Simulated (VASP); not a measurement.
Write the native input for VASP 6.6.1 that does the following.

```yaml
Task: single point
Functional: PBE
Potentials_or_basis: VASP PAW PBE potentials, release 64 (Tm_3, Ta_pv, Se), 4f in core
Cutoff: 500 eV
k_mesh: 4 × 4 × 4
Occupations: gaussian, width 0.1 eV
Spin: collinear spin
Starting_moments: "[0.0, 1.0, 0.0, 0.0, 0.0, 0.0] μB"
Dipole_correction: no
Mended: yes
Further_INCAR_settings: ALGO = Normal; EDIFF = 1e-06; NBANDS = 35
```

The structure of TmTaSe4 lies in POSCAR:

```
TmTaSe4
1.0
    0.0000000000      4.1845119000      4.1845119000
    4.1845119000      0.0000000000      4.1845119000
    4.1845119000      4.1845119000      0.0000000000
Tm Ta Se
1 1 4
Direct
    0.5000000000      0.5000000000      0.5000000000
    0.2500000000      0.2500000000      0.2500000000
    0.1156230800      0.1156230800      0.1156230800
    0.1156230800      0.1156230800      0.6531307500
    0.1156230800      0.6531307500      0.1156230800
    0.6531307500      0.1156230800      0.1156230800
```

The cell was built from a structure type or drawn by symmetry, and may not be a known phase.

These files were run (other wordings do the same):

INCAR

```
PREC = Accurate
ENCUT = 500
EDIFF = 1E-6
ISMEAR = 0
SIGMA = 0.1
LREAL = False
LASPH = True
NELM = 200
ALGO = Normal
ISIF = 2
LWAVE = False
LCHARG = False
ISPIN = 2
MAGMOM = 0 1 0 0 0 0
LORBIT = 11
LMAXMIX = 6
GGA = PE
NBANDS = 35
GGA_COMPAT = False
```

KPOINTS

```
Automatic mesh
0
Gamma
  4 4 4
```

Potentials or basis: VASP PAW PBE potentials, release 64 (Tm_3, Ta_pv, Se), 4f in core.

Run with:

```sh
$ cat potpaw_PBE.64/Tm_3/POTCAR potpaw_PBE.64/Ta_pv/POTCAR potpaw_PBE.64/Se/POTCAR > POTCAR
$ mpirun -np 1 vasp_std > vasp.out
```

It gave:

- Pressure: 63.2 GPa
- Largest force: 16.774 eV/Å
- Band gap on the k mesh: zero (filled and empty bands overlap)
- Net moment: 0.00 μB per cell
- Valence electrons inside the program's atomic spheres: Tm 7.33; Ta 10.96; Se 4.22

Caveat: the magnetic or orbital state may not be the lowest; the cell stands under pressure; spin-orbit coupling is left out, which moves the levels of the heavy elements; the 4f electrons are frozen in the core, so they carry no moment and show no levels; forces of over 1 eV/Å act on the atoms, so gaps and moduli don't describe the material at rest.

Run time: 110 s on 1 thread of Intel(R) Xeon(R) 6975P-C (Granite Rapids), with other jobs on the host, peak memory 0.42 GiB.
